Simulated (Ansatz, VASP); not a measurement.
# MnO2: VASP beside Ansatz

Contents of INCAR:

```
PREC = Accurate ; ENCUT = 520
EDIFF = 1E-6 ; ISMEAR = -1
SIGMA = 0.05 ; LREAL = False
LASPH = True ; NELM = 150
ALGO = Normal ; ISIF = 2
LWAVE = False ; LCHARG = True
ISPIN = 2 ; MAGMOM = 4 0 0
LORBIT = 11 ; LMAXMIX = 4
GGA = PS ; LELF = True
LVHAR = True ; NBANDS = 24
```

The input KPOINTS:

```
regular mesh
0
Gamma
  11 11 11
```

POSCAR

```
MnO2
1.0
    1.4378949485      0.8301690355      4.6142895739
   -1.4378949485      0.8301690355      4.6142895739
    0.0000000000     -1.6603380711      4.6142895739
Mn O
1 2
Direct
    0.0000000000      0.0000000000      0.0000000000
    0.7356355100      0.7356355100      0.7356355100
    0.2643644900      0.2643644900      0.2643644900
```

input.yaml

```yaml
crystal:
  lattice:
    - [1.4378949485, 0.8301690355, 4.6142895739]
    - [-1.4378949485, 0.8301690355, 4.6142895739]
    - [0.0, -1.6603380711, 4.6142895739]
  atoms:
    - { symbol: Mn, position: [0.0, 0.0, 0.0], spin: 4.0 }
    - { symbol: O, position: [0.73563551, 0.73563551, 0.73563551] }
    - { symbol: O, position: [0.26436449, 0.26436449, 0.26436449] }
kpoints:
  mp_grid: { grid: [11, 11, 11] }
scf:
  occupations: { method: fermi_dirac, width: 0.05 }
hamiltonian:
  xc: pbesol
  pseudopotentials: { kind: all_electron, lapw: { basis_error: 0.001 } }
magnetization:
  spin_polarized: true
output:
  forces: true
  stress: true
  eigenvalues: true
```

Change from the starting cell: volume scaled by 1.02.

Alike in both runs: task single point; functional PBEsol; k mesh 11 × 11 × 11; occupations fermi-dirac, width 0.05 eV; collinear spin.

|  | VASP | Ansatz |
| --- | --- | --- |
| version | VASP 6.6.1 | Ansatz 0.2.0 |
| potentials or method | VASP PAW PBE potentials, release 64 (Mn_pv, O), cutoff 520 eV | all-electron LAPW, scalar-relativistic |

Ansatz gave:

- gap on the k mesh at the Fermi level (eV): 0.85
- least direct gap on the mesh (eV): 0.92
- pressure (GPa): -5.7
- traceless stress, the component that is largest in VASP (GPa): 2.49
- rms of the force components (eV/Å): 0.204
- net moment per atom (μB): 1.00
- size of the moment on the site where the two differ most (μB): 2.74

Problem. Estimate VASP's values.

Solution. gap on the k mesh at the Fermi level (eV): 0.80; least direct gap on the mesh (eV): 0.87; pressure (GPa): -4.9; traceless stress, the component that is largest in VASP (GPa): 2.08; rms of the force components (eV/Å): 0.168; net moment per atom (μB): 1.00; size of the moment on the site where the two differ most (μB): 2.86.

VASP's potentials were made for PBE, not for PBEsol. Site moments also hang on the region over which each program counts them. Atom by atom the forces differ by 0.036 eV/Å (rms over components). Ansatz ran all-electron here, and VASP with PAW potentials.
